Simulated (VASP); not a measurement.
Write the native input for VASP 6.6.1 that does the following.

* Task: single point
* Functional: LDA
* Potentials or basis: VASP PAW LDA potentials, release 64 (Ga_d)
* Cutoff: 520 eV
* k mesh: 17 × 17 × 17
* Occupations: fermi-dirac, width 0.08 eV
* Spin: no spin polarisation
* Dipole correction: no
* Further INCAR settings: ALGO = Normal; EDIFF = 1e-06; NBANDS = 20

The structure of Ga lies in POSCAR:

```
Ga
1.0
   -2.2804837278      2.2804837278      1.1904008242
    2.2804837278     -2.2804837278      1.1904008242
    2.2804837278      2.2804837278     -1.1904008242
Ga
2
Direct
   -0.3750000000     -0.1250000000     -0.2500000000
    0.3750000000      0.1250000000      0.2500000000
```

One way to write it, as run:

INCAR

```
SYSTEM = Ga
PREC     = Accurate       ! precision mode
ENCUT    = 520            ! plane-wave cutoff, eV
EDIFF    = 1E-6           ! SCF threshold, eV
ISMEAR   = -1             ! smearing method
SIGMA    = 0.08           ! smearing width, eV
LREAL    = .FALSE.        ! projectors in reciprocal space
LASPH    = .TRUE.         ! aspherical terms in the spheres
NELM     = 100            ! most SCF steps
ALGO     = Normal         ! electronic algorithm
ISIF     = 2              ! what is computed and relaxed
LWAVE    = .FALSE.        ! write WAVECAR
LCHARG   = .FALSE.        ! write CHGCAR
GGA      = CA             ! functional
NBANDS   = 20             ! bands
```

KPOINTS

```
Automatic mesh
0
G
  17 17 17
  0 0 0
```

Potentials or basis: VASP PAW LDA potentials, release 64 (Ga_d).

Run with:

```sh
$ cat potpaw_LDA.64/Ga_d/POTCAR > POTCAR
$ mpirun -np 1 vasp_std > vasp.out
```

Results of the run:

- Pressure: 57.6 GPa
- Band gap on the k mesh: zero (bands 13 and 14 overlap by 10.42 eV)

Caveat: the cell stands under pressure.

Wall time 2.2 min on 1 thread of Intel(R) Xeon(R) Platinum 8259CL CPU @ 2.50GHz (Skylake/Cascade Lake), with other jobs on the host, peak memory 0.27 GiB.
